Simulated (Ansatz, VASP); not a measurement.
## One calculation of ZrB2, two programs

```
CELL_PARAMETERS angstrom
3.09170 0.00000 0.00000
-1.54585 2.67749 0.00000
0.00000 0.00000 3.33140
ATOMIC_POSITIONS crystal
Zr 0.00000 0.00000 0.00000
B 0.33333 0.66667 0.50000
B 0.66667 0.33333 0.50000
```

Alike in both runs: task single point; functional PBEsol; k mesh 15 × 15 × 12; occupations gaussian, width 0.15 eV; no spin polarisation.

|  | VASP | Ansatz |
| --- | --- | --- |
| version | VASP 6.6.1 | Ansatz 0.2.0 |
| potentials or method | VASP PAW PBE potentials, release 64 (Zr_sv, B), cutoff 520 eV | scalar-relativistic, plane waves, PAW |
| valence electrons in the cell | 18 | 18 |

```csv
,VASP,Ansatz,Ansatz less VASP
gap on the k mesh at the Fermi level (eV),none,none,-
pressure (GPa),27.7,27.2,-0.50
"traceless stress, the component that is largest in VASP (GPa)",7.14,7.13,-0.003
```

VASP's potentials were made for PBE, not for PBEsol. A gap of «none» marks a metal or a gap that the smearing closes.
